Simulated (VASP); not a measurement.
Input of a VASP 6.6.1 run:

INCAR

```
SYSTEM = BiTe
ALGO = Normal ; EDIFF = 1E-8
ENCUT = 520 ; GGA = CA
ISIF = 2 ; ISMEAR = -1
KPAR = 4 ; LASPH = .True.
LCHARG = .False. ; LEFG = .True.
LREAL = .False. ; LWAVE = .False.
NBANDS = 75 ; NELM = 80
PREC = Accurate ; SIGMA = 0.05
```

File KPOINTS:

```
k-points
0
Gamma
  11 11 2
  0 0 0
```

File POSCAR:

```
BiTe
1.0
    4.4219981227      0.0000000000      0.0000000000
   -2.2109990613      3.8295627097      0.0000000000
    0.0000000000      0.0000000000     24.0500000000
Bi Te
6 6
Direct
    0.0000000000      0.0000000000      0.1247650301
    0.0000000000      0.0000000000      0.8752349699
    0.3333333333      0.6666666667      0.2916185139
    0.6666666667      0.3333333333      0.7083814861
    0.6666666667      0.3333333333      0.4649501255
    0.3333333333      0.6666666667      0.5350498745
    0.3333333333      0.6666666667      0.0535933258
    0.6666666667      0.3333333333      0.9464066742
    0.6666666667      0.3333333333      0.2087189294
    0.3333333333      0.6666666667      0.7912810706
    0.0000000000      0.0000000000      0.3636049667
    0.0000000000      0.0000000000      0.6363950333
```

Potentials or basis: VASP PAW LDA potentials, release 64 (Bi_d, Te).

Launch:

```sh
$ cat potpaw_LDA.64/Bi_d/POTCAR potpaw_LDA.64/Te/POTCAR > POTCAR
$ mpirun -np 4 vasp_std > vasp.out
```

**Question.** Predict the largest force.

**Answer.** 0.147 eV/Å.

**Question.** Predict the pressure.

**Answer.** -1.5 GPa.

**Question.** Predict the band gap on the k mesh.

**Answer.** 0.16 eV (least direct gap 0.24 eV).

Forces on the atoms (eV/Å):
```
Bi   0.000  0.000 -0.023
Bi   0.000  0.000  0.023
Bi   0.000  0.000  0.018
Bi   0.000  0.000 -0.018
Bi   0.000  0.000  0.147
Bi   0.000  0.000 -0.147
Te   0.000  0.000  0.110
Te   0.000  0.000 -0.110
Te   0.000  0.000  0.002
Te   0.000  0.000 -0.002
Te   0.000  0.000 -0.088
Te   0.000  0.000  0.088
```

Caveat: without QUAD_EFG the Cq values of the log hold for a quadrupole moment of 1 mb, not for the nuclei; spin-orbit coupling is left out, which moves the levels of the heavy elements. A k mesh can miss the band edges.
